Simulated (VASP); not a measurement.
# Sn3Te (I4/mmm) in VASP: notebook, part 2 of 2

VASP 6.6.1. The steps go on from the part before.

## 3. Single point, LDA

This run uses another cell than the first one, of 28.04 Å³/atom.

INCAR

```
SYSTEM = Sn3Te
PREC     = Accurate       ! precision mode
ENCUT    = 520            ! plane-wave cutoff, eV
EDIFF    = 1E-6           ! SCF threshold, eV
ISMEAR   = -1             ! smearing method
SIGMA    = 0.05           ! smearing width, eV
LREAL    = .FALSE.        ! projectors in reciprocal space
LASPH    = .TRUE.         ! aspherical terms in the spheres
NELM     = 60             ! most SCF steps
ALGO     = Fast           ! electronic algorithm
ISIF     = 2              ! what is computed and relaxed
LWAVE    = .FALSE.        ! write WAVECAR
LCHARG   = .TRUE.         ! write CHGCAR
GGA      = CA             ! functional
LELF     = .TRUE.         ! ELF
LVHAR    = .TRUE.       
NBANDS   = 32             ! bands
```

KPOINTS

```
Automatic mesh
0
G
  8 8 8
  0 0 0
```

POSCAR

```
Sn3Te
1.0
   -2.2698068907      2.2698068907      5.4419376443
    2.2698068907     -2.2698068907      5.4419376443
    2.2698068907      2.2698068907     -5.4419376443
Te Sn
1 3
Direct
    0.0000000000      0.0000000000      0.0000000000
    0.5000000000      0.5000000000      0.0000000000
    0.2500000000      0.7500000000      0.5000000000
    0.7500000000      0.2500000000      0.5000000000
```

Potentials or basis: VASP PAW LDA potentials, release 64 (Te, Sn_d).

On the command line:

```bash
cat potpaw_LDA.64/Te/POTCAR potpaw_LDA.64/Sn_d/POTCAR > POTCAR
mpirun -np 1 vasp_std > vasp.out
```

OUTCAR:

```text
SYSTEM = Sn3Te
   PREC = Accurate
   ENCUT = 520
   EDIFF = 1E-6
   ISMEAR = -1
   LREAL = .FALSE.
   LASPH = .TRUE.
   NELM = 60
   ISIF = 2
   GGA = CA

 ion  position               nearest neighbor table
   1  0.000  0.000  0.000-   2 3.21   2 3.21   2 3.21   2 3.21   4 3.54   3 3.54   4 3.54   3 3.54
                             4 3.54   4 3.54   3 3.54   3 3.54
   2  0.500  0.500  0.000-   1 3.21   1 3.21   1 3.21   1 3.21   4 3.54   3 3.54   4 3.54   4 3.54
                             3 3.54   3 3.54   4 3.54   3 3.54
   3  0.250  0.750  0.500-   4 3.21   4 3.21   4 3.21   4 3.21   2 3.54   1 3.54   2 3.54   2 3.54
                             1 3.54   1 3.54   2 3.54   1 3.54
   4  0.750  0.250  0.500-   3 3.21   3 3.21   3 3.21   3 3.21   2 3.54   1 3.54   2 3.54   1 3.54
                             2 3.54   2 3.54   1 3.54   1 3.54

  LATTYP: Found a body centered tetragonal cell.
 ALAT       =     4.5396137814
 C/A-ratio  =     2.3975333173

  Lattice vectors:

 A1 = (  -2.2698068907,   2.2698068907,   5.4419376443)
 A2 = (   2.2698068907,  -2.2698068907,   5.4419376443)
 A3 = (   2.2698068907,   2.2698068907,  -5.4419376443)

Analysis of symmetry for initial positions (statically):
=====================================================================
 Subroutine PRICEL returns:
 Original cell was already a primitive cell.

 Routine SETGRP: Setting up the symmetry group for a
 body centered tetragonal supercell.

 Subroutine GETGRP returns: Found 16 space group operations
 (whereof 16 operations were pure point group operations)
 out of a pool of 16 trial point group operations.

The static configuration has the point symmetry D_4h.

Analysis of symmetry for dynamics (positions and initial velocities):
=====================================================================
 Subroutine PRICEL returns:
 Original cell was already a primitive cell.

 Routine SETGRP: Setting up the symmetry group for a
 body centered tetragonal supercell.

 Subroutine GETGRP returns: Found 16 space group operations
 (whereof 16 operations were pure point group operations)
 out of a pool of 16 trial point group operations.

The dynamic configuration has the point symmetry D_4h.

 Subroutine INISYM returns: Found 16 space group operations
 (whereof 16 operations are pure point group operations),
 and found     1 'primitive' translations

----------------------------------------------------------------------------------------

                                     Primitive cell

  volume of cell :     112.1480

  direct lattice vectors                    reciprocal lattice vectors
    -2.269806891  2.269806891  5.441937644     0.000000000  0.220283057  0.091879039
     2.269806891 -2.269806891  5.441937644     0.220283057  0.000000000  0.091879039
     2.269806891  2.269806891 -5.441937644     0.220283057  0.220283057  0.000000000

  length of vectors
     6.318127252  6.318127252  6.318127252     0.238676314  0.238676314  0.311527286

  position of ions in fractional coordinates (direct lattice)
     0.000000000  0.000000000  0.000000000
     0.500000000  0.500000000  0.000000000
     0.250000000  0.750000000  0.500000000
     0.750000000  0.250000000  0.500000000

  ion indices of the primitive-cell ions
   primitive index   ion index
                 1           1
                 2           2
[... 30 lines left out ...]
            Coordinates               Weight
  0.000000  0.000000  0.000000      1.000000
  0.125000  0.000000  0.000000      8.000000
  0.250000  0.000000  0.000000      8.000000
  0.375000 -0.000000  0.000000      8.000000
  0.500000  0.000000  0.000000      4.000000
  0.125000  0.125000  0.000000      8.000000
[... 16 lines left out ...]
  0.250000  0.125000  0.125000     16.000000
  0.375000  0.125000  0.125000      8.000000
 [... further k-points ...]
   k-points           NKPTS =     59   k-points in BZ     NKDIM =     59   number of bands    NBANDS=     32
   number of dos      NEDOS =    301   number of ions     NIONS =      4
   total plane-waves  NPLWV = 110592
   dimension x,y,z NGX =    48 NGY =   48 NGZ =   48
   dimension x,y,z NGXF=    96 NGYF=   96 NGZF=   96
   ions per type =               1   3
   NGX,Y,Z   is equivalent  to a cutoff of  12.63, 12.63, 12.63 a.u.
   NGXF,Y,Z  is equivalent  to a cutoff of  25.26, 25.26, 25.26 a.u.
 SYSTEM =  Sn3Te
   PREC   = accura    normal or accurate (medium, high low for compatibility)
   ISTART =      0    job   : 0-new  1-cont  2-samecut
   ICHARG =      2    charge: 1-file 2-atom 10-const
   ISPIN  =      1    spin polarized calculation?
   LNONCOLLINEAR =      F non collinear calculations
   LSORBIT =      F    spin-orbit coupling
   LASPH  =      T    aspherical Exc in radial PAW
   ENCUT  =  520.0 eV  38.22 Ry    6.18 a.u.  11.75 11.75 11.75*2*pi/ulx,y,z
   NELM   =     60;   NELMIN=  2; NELMDL= -5     # of ELM steps
   EDIFF  = 0.1E-05   stopping-criterion for ELM
   LREAL  =      F    real-space projection
   EDIFFG = 0.1E-04   stopping-criterion for IOM
   NSW    =      0    number of steps for IOM
   IBRION =     -1    ionic relax: 0-MD 1-quasi-New 2-CG
   NFREE  =      0    steps in history (QN), initial steepest desc. (CG)
   ISIF   =      2    stress and relaxation
   ISYM   =      2    0-nonsym 1-usesym 2-fastsym
   POTIM  = 0.5000    time-step for ionic-motion
   TEBEG  =    0.0;   TEEND  =   0.0 temperature during run
   PSTRESS=    0.0 pullay stress
   NELECT =      48.0000    total number of electrons
   NUPDOWN=      -1.0000    fix difference up-down
   EMIN   =  10.00;   EMAX   =-10.00  energy-range for DOS
   EFERMI =   0.00;   METHOD = LEGACY
   ISMEAR =    -1;   SIGMA  =   0.05  broadening in eV -4-tet -1-fermi 0-gaus
   EFERMI_NEDOS =   21; number of points for ismear=-14 and -15
   IALGO  =     68    algorithm
   IMIX   =      4    mixing-type and parameters
     AMIX     =   0.40;   BMIX     =  1.00
     AMIX_MAG =   1.60;   BMIX_MAG =  1.00
  volume/ion in A,a.u.               =      28.04       189.20
  Fermi-wavevector in a.u.,A,eV,Ry     =   1.233743  2.331437 20.709732  1.522122
  Thomas-Fermi vector in A             =   2.368461
   LORBIT       =      0    0 simple, 1 ext, 2 COOP (PROOUT), +10 PAW based schemes
   GGA     = CA    functional components
   LHFCALC =     F    Hartree Fock is set to
   AEXX    =    0.0000 exact exchange contribution
   IVDW    =     0    specifies the selected vdW correction
   LEPSILON=     F    determine dielectric tensor
   LRPA    =     F    only Hartree local field effects (RPA)
 non-spin polarized calculation
 RMM-DIIS sequential band-by-band and
  energy-cutoff  :      520.00
  volume of cell :      112.15
 maximum number of plane-waves:      3041
   NGX = 23   NGY = 23   NGZ = 23

 number of electron      48.0000004 magnetization

 Free energy of the ion-electron system (eV)
  ---------------------------------------------------
  ext. energy  EPLUGINS =         0.00000000
  ---------------------------------------------------
  free energy    TOTEN  =       -17.07263316 eV

  energy without entropy =      -17.05692312  energy(sigma->0) =      -17.06477814

 E-fermi :   7.7211     XC(G=0): -10.4023

 val. band max:        7.7078317640   @ k =   0.3750   0.3750   0.1250
 cond. band min:       7.7518502944   @ k =  -0.3750   0.3750   0.2500
 fundamental gap:      0.0440185304
 Fermi energy:         7.7210638191

 k-point     1 :       0.0000    0.0000    0.0000
  band No.  band energies     occupation
      1     -13.9114      2.00000
      2     -13.8720      2.00000
      3     -13.8197      2.00000
      4     -13.8184      2.00000
      5     -13.8151      2.00000
      6     -13.8151      2.00000
[... 829 lines left out ...]
     31      12.7069      0.00000
     32      15.5030      0.00000

 [... further k-points ...]

------------------------ aborting loop because EDIFF is reached ----------------------------------------

  FORCE on cell =-STRESS in cart. coord.  units (eV):
  Direction    XX          YY          ZZ          XY          YZ          ZX
  --------------------------------------------------------------------------------------
  -------------------------------------------------------------------------------------
  Total       -1.7024126     -1.7024126     -1.8214174      0.0000000      0.0000000     -0.0000000
  in kB      -24.3211463    -24.3211463    -26.0212819      0.0000000      0.0000000     -0.0000000
  external PRESSURE =     -24.8878582 kB  Pullay stress =       0.0000000 kB

 VOLUME and BASIS-vectors are now :
 -----------------------------------------------------------------------------
  energy-cutoff  :      520.00
  volume of cell :      112.15
      direct lattice vectors                 reciprocal lattice vectors
    -2.269806891  2.269806891  5.441937644     0.000000000  0.220283057  0.091879039
     2.269806891 -2.269806891  5.441937644     0.220283057  0.000000000  0.091879039
     2.269806891  2.269806891 -5.441937644     0.220283057  0.220283057  0.000000000

 POSITION                                       TOTAL-FORCE (eV/Angst)
 -----------------------------------------------------------------------------------
      0.00000      0.00000      0.00000         0.000000      0.000000      0.000000
      0.00000      0.00000      5.44194         0.000000      0.000000      0.000000
      2.26981      0.00000      2.72097        -0.000000      0.000000      0.000000
      0.00000      2.26981      2.72097         0.000000     -0.000000     -0.000000
 -----------------------------------------------------------------------------------
    total drift:                                0.000000     -0.000000      0.000000

  FREE ENERGIE OF THE ION-ELECTRON SYSTEM (eV)
  ---------------------------------------------------
  free  energy   TOTEN  =       -17.0726331550 eV

  energy  without entropy=      -17.0569231165  energy(sigma->0) =      -17.06477814
```

It took 4.7 min on 1 thread of Intel Xeon Platinum 8375C at 2.90GHz (Ice Lake), shared host; peak memory 0.37 GiB.

What came out:

- Free energy: -17.0726 eV
- Pressure: -2.5 GPa
- Band gap on the k mesh: zero (bands 24 and 25 overlap by 1.03 eV)

Stress tensor (GPa, compression positive):
```
-2.43  0.00  0.00
 0.00 -2.43  0.00
 0.00  0.00 -2.60
```

Caveat: spin-orbit coupling is left out, which moves the levels of the heavy elements.

## 4. Single point, PBE

This run uses another cell than the first one, of 28.04 Å³/atom.

INCAR

```
PREC     = Accurate       # precision mode
ENCUT    = 520            # plane-wave cutoff, eV
EDIFF    = 1E-6           # SCF threshold, eV
ISMEAR   = -1             # smearing method
SIGMA    = 0.05           # smearing width, eV
LREAL    = False          # projectors in reciprocal space
LASPH    = True           # aspherical terms in the spheres
NELM     = 100            # most SCF steps
ALGO     = Fast           # electronic algorithm
ISIF     = 2              # what is computed and relaxed
LWAVE    = False          # write WAVECAR
LCHARG   = True           # write CHGCAR
GGA      = PE             # functional
LELF     = True           # ELF
LVHAR    = True         
NBANDS   = 32             # bands
```

KPOINTS

```
Automatic mesh
0
Gamma
  8 8 8
```

POSCAR is that of step 3.

Potentials or basis: VASP PAW PBE potentials, release 64 (Te, Sn_d).

On the command line:

```bash
cat potpaw_PBE.64/Te/POTCAR potpaw_PBE.64/Sn_d/POTCAR > POTCAR
mpirun -np 1 vasp_std > vasp.out
```

Run time: 4.5 min. Hardware: 1 thread of Intel Xeon Platinum 8375C at 2.90GHz (Ice Lake), shared host; peak memory 0.42 GiB.

It converged, with:

```
Free energy            : -14.4531 eV
Pressure               : 1.5 GPa
Band gap on the k mesh : zero (bands 24 and 25 overlap by 1.05 eV)
```

Stress tensor (GPa, compression positive):
```
1.75 0.00 0.00
0.00 1.75 0.00
0.00 0.00 1.01
```

Levels at points of the mesh, in eV from the Fermi level:
```tsv
k point	band 22	band 23	band 24	band 25	band 26	band 27
(0.00, 0.00, 0.00)	-3.21	-1.70	-1.70	-0.38	0.33	2.75
(0.50, 0.00, 0.00)	-1.96	-0.86	-0.71	0.66	1.09	1.14
(0.50, 0.50, 0.00)	-3.23	-2.51	-1.65	-0.56	2.65	2.79
(0.50, 0.50, 0.50)	-1.07	-0.16	-0.16	0.58	1.59	2.04
```

Caveat: spin-orbit coupling is left out, which moves the levels of the heavy elements.

## 5. Single point, LDA

This run uses another cell than the first one, of 28.62 Å³/atom.

INCAR

```
PREC = Accurate
ENCUT = 520
EDIFF = 1E-7
ISMEAR = -1
SIGMA = 0.05
LREAL = F
LASPH = T
NELM = 80
ALGO = Fast
ISIF = 2
LWAVE = F
LCHARG = F
NBANDS = 32
```

KPOINTS

```
regular mesh
0
Gamma
  8 8 8
```

POSCAR

```
Sn3Te
1.0
   -2.2854612260      2.2854612260      5.4794694348
    2.2854612260     -2.2854612260      5.4794694348
    2.2854612260      2.2854612260     -5.4794694348
Te Sn
1 3
Direct
    0.0000000000      0.0000000000      0.0000000000
    0.5000000000      0.5000000000      0.0000000000
    0.2500000000      0.7500000000      0.5000000000
    0.7500000000      0.2500000000      0.5000000000
```

Potentials or basis: VASP PAW LDA potentials, release 64 (Te, Sn_d).

On the command line:

```bash
cat potpaw_LDA.64/Te/POTCAR potpaw_LDA.64/Sn_d/POTCAR > POTCAR
mpirun -np 1 vasp_std > vasp.out
```

It took 6.6 min on 1 thread of Intel Xeon Platinum 8375C at 2.90GHz (Ice Lake), shared host; peak memory 0.37 GiB.

Results (log left out):

```yaml
Free_energy: -17.0304 eV
Pressure: -3.4 GPa
Band_gap_on_the_k_mesh: zero (bands 24 and 25 overlap by 0.97 eV)
```

Levels at points of the mesh, in eV from the Fermi level:
| k point | band 22 | band 23 | band 24 | band 25 | band 26 | band 27 |
| --- | --- | --- | --- | --- | --- | --- |
| (0.00, 0.00, 0.00) | -3.11 | -1.64 | -1.64 | -0.33 | 0.39 | 2.67 |
| (0.50, 0.00, 0.00) | -1.92 | -0.85 | -0.66 | 0.67 | 1.06 | 1.08 |
| (0.50, 0.50, 0.00) | -3.21 | -2.48 | -1.57 | -0.51 | 2.56 | 2.68 |
| (0.50, 0.50, 0.50) | -1.06 | -0.16 | -0.16 | 0.52 | 1.54 | 1.97 |

Caveat: the cell stands under tension; spin-orbit coupling is left out, which moves the levels of the heavy elements.

## 6. Single point, PBE

This run uses another cell than the first one, of 28.62 Å³/atom.

INCAR

```
PREC = Accurate ; ENCUT = 520
EDIFF = 1E-6 ; ISMEAR = -1
SIGMA = 0.05 ; LREAL = False
LASPH = True ; NELM = 60
ALGO = Fast ; ISIF = 2
LWAVE = False ; LCHARG = False
GGA = PE ; NBANDS = 32
```

KPOINTS

```
Automatic mesh
0
Gamma
  8 8 8
```

POSCAR is that of step 5.

Potentials or basis: VASP PAW PBE potentials, release 64 (Te, Sn_d).

On the command line:

```bash
cat potpaw_PBE.64/Te/POTCAR potpaw_PBE.64/Sn_d/POTCAR > POTCAR
mpirun -np 1 vasp_std > vasp.out
```

OUTCAR:

```text
PREC = Accurate
   ENCUT = 520
   EDIFF = 1E-6
   ISMEAR = -1
   LREAL = False
   LASPH = True
   NELM = 60
   ISIF = 2
   GGA = PE

 ion  position               nearest neighbor table
   1  0.000  0.000  0.000-   2 3.23   2 3.23   2 3.23   2 3.23   4 3.57   3 3.57   4 3.57   3 3.57
                             4 3.57   4 3.57   3 3.57   3 3.57
   2  0.500  0.500  0.000-   1 3.23   1 3.23   1 3.23   1 3.23   4 3.57   3 3.57   4 3.57   4 3.57
                             3 3.57   3 3.57   4 3.57   3 3.57
   3  0.250  0.750  0.500-   4 3.23   4 3.23   4 3.23   4 3.23   2 3.57   1 3.57   2 3.57   2 3.57
[... 1045 lines left out ...]
  --------------------------------------------------------------------------------------
  -------------------------------------------------------------------------------------
  Total        0.4559005      0.4559005      0.0917688      0.0000000      0.0000000      0.0000000
  in kB        6.3802021      6.3802021      1.2842787      0.0000000      0.0000000      0.0000000
  external PRESSURE =       4.6815610 kB  Pullay stress =       0.0000000 kB

 VOLUME and BASIS-vectors are now :
 -----------------------------------------------------------------------------
  energy-cutoff  :      520.00
  volume of cell :      114.48
      direct lattice vectors                 reciprocal lattice vectors
    -2.285461226  2.285461226  5.479469435     0.000000000  0.218774221  0.091249711
     2.285461226 -2.285461226  5.479469435     0.218774221  0.000000000  0.091249711
     2.285461226  2.285461226 -5.479469435     0.218774221  0.218774221  0.000000000

 POSITION                                       TOTAL-FORCE (eV/Angst)
 -----------------------------------------------------------------------------------
      0.00000      0.00000      0.00000        -0.000000     -0.000000      0.000000
      0.00000      0.00000      5.47947        -0.000000     -0.000000      0.000000
      2.28546      0.00000      2.73973        -0.000000      0.000000      0.000000
      0.00000      2.28546      2.73973         0.000000      0.000000     -0.000000
 -----------------------------------------------------------------------------------
    total drift:                                0.000000     -0.000000      0.000000

  FREE ENERGIE OF THE ION-ELECTRON SYSTEM (eV)
  ---------------------------------------------------
  free  energy   TOTEN  =       -14.4678972032 eV

  energy  without entropy=      -14.4518436600  energy(sigma->0) =      -14.45987043
```

stdout:

```text
POSCAR found type information on POSCAR TeSn
 POSCAR found :  2 types and       4 ions
 scaLAPACK will be used
 LDA part: xc-table for (Slater+PW92), standard interpolation
 POSCAR, INCAR and KPOINTS ok, starting setup
 FFT: planning ... GRIDC
 FFT: planning ... GRID_SOFT
 FFT: planning ... GRID
 WAVECAR not read
 entering main loop
```

Run time: 4.8 min. Hardware: 1 thread of Intel Xeon Platinum 8375C at 2.90GHz (Ice Lake), shared host; peak memory 0.43 GiB.

What came out:

```yaml
Free_energy: -14.4679 eV
Pressure: 0.5 GPa
Band_gap_on_the_k_mesh: zero (bands 24 and 25 overlap by 0.98 eV)
```

Stress tensor (GPa, compression positive):
```
0.64 0.00 0.00
0.00 0.64 0.00
0.00 0.00 0.13
```

Caveat: spin-orbit coupling is left out, which moves the levels of the heavy elements.

## 7. The runs side by side

| level | potentials or basis | cell | further INCAR settings | gap on the mesh (eV) | pressure (GPa) |
| --- | --- | --- | --- | --- | --- |
| PBE | VASP PAW PBE potentials, release 64 (Te, Sn_d) | a = 6.274 Å, angles 137.9, 137.9, 61.1°, 4 atoms | ALGO = Fast; EDIFF = 1e-06; NBANDS = 32 | none | 2.7 |
| LDA | VASP PAW LDA potentials, release 64 (Te, Sn_d) | a = 6.318 Å, angles 137.9, 137.9, 61.1°, 4 atoms | ALGO = Fast; EDIFF = 1e-06; NBANDS = 32 | none | -2.5 |
| PBE | VASP PAW PBE potentials, release 64 (Te, Sn_d) | a = 6.318 Å, angles 137.9, 137.9, 61.1°, 4 atoms | ALGO = Fast; EDIFF = 1e-06; NBANDS = 32 | none | 1.5 |
| LDA | VASP PAW LDA potentials, release 64 (Te, Sn_d) | a = 6.362 Å, angles 137.9, 137.9, 61.1°, 4 atoms | ALGO = Fast; EDIFF = 1e-07; NBANDS = 32 | none | -3.4 |
| PBE | VASP PAW PBE potentials, release 64 (Te, Sn_d) | a = 6.362 Å, angles 137.9, 137.9, 61.1°, 4 atoms | ALGO = Fast; EDIFF = 1e-06; NBANDS = 32 | none | 0.5 |

Alike in all rows: task single point; no spin polarisation; k mesh 8 × 8 × 8; cutoff (eV) 520; smearing fermi-dirac 0.05 eV.

Caveats: spin-orbit coupling is left out, which moves the levels of the heavy elements; the cell stands under tension (at least some runs).

Absolute energies hang on the potentials; compare differences alone.

The gap in the log of VASP goes by the Fermi energy; the results here count the filled bands.